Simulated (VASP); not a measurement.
Input of a VASP 6.6.1 run:

POSCAR

```
WC
1.0
    0.0000000000      2.1926840000      2.1926840000
    2.1926840000      0.0000000000      2.1926840000
    2.1926840000      2.1926840000      0.0000000000
W C
1 1
Direct
    0.0000000000      0.0000000000      0.0000000000
    0.5000000000      0.5000000000      0.5000000000
```

INCAR.step1

```
SYSTEM = WC
ALGO = Normal
EDIFF = 1E-5
ENCUT = 1430
GGA = PE
GGA_COMPAT = .False.
ISMEAR = 0
LASPH = .True.
LCHARG = .False.
LREAL = .False.
LWAVE = .True.
NBANDS = 16
NELM = 120
PREC = Accurate
SIGMA = 0.2
```

File INCAR.step2:

```
SYSTEM = WC
ALGO = Normal
EDIFF = 1E-6
ENCUT = 1430
GGA_COMPAT = .False.
ISIF = 2
ISMEAR = 0
ISTART = 1
IVDW = 12
LASPH = .True.
LCHARG = .True.
LELF = .True.
LMIXTAU = .True.
LREAL = .False.
LVHAR = .True.
LWAVE = .False.
METAGGA = R2SCAN
NBANDS = 16
NELM = 120
PREC = Accurate
SIGMA = 0.2
VDW_A1 = 0.49484001
VDW_A2 = 5.73083694
VDW_S6 = 1.0
VDW_S8 = 0.78981345
```

The input KPOINTS:

```
k-points
0
Gamma
  11 11 11
  0 0 0
```

Potentials or basis: VASP PAW PBE potentials, release 64 (W_sv, C_h).

Run with:

```sh
$ cat potpaw_PBE.64/W_sv/POTCAR potpaw_PBE.64/C_h/POTCAR > POTCAR
$ cp INCAR.step1 INCAR
$ mpirun -np 1 vasp_std > vasp.out
$ cp INCAR.step2 INCAR
$ mpirun -np 1 vasp_std > vasp.out
```

Problem. What does it give for the dispersion energy per atom?

Solution. -0.215 eV.

Problem. Estimate the pressure.

Solution. -6.9 GPa.

Problem. What does it give for the band gap on the k mesh?

Solution. Zero (bands 9 and 10 overlap by 3.21 eV).

Caveat: the cell stands under tension; the PAW data sets were made with another functional, which shifts forces and pressure a little; spin-orbit coupling is left out, which moves the levels of the heavy elements.
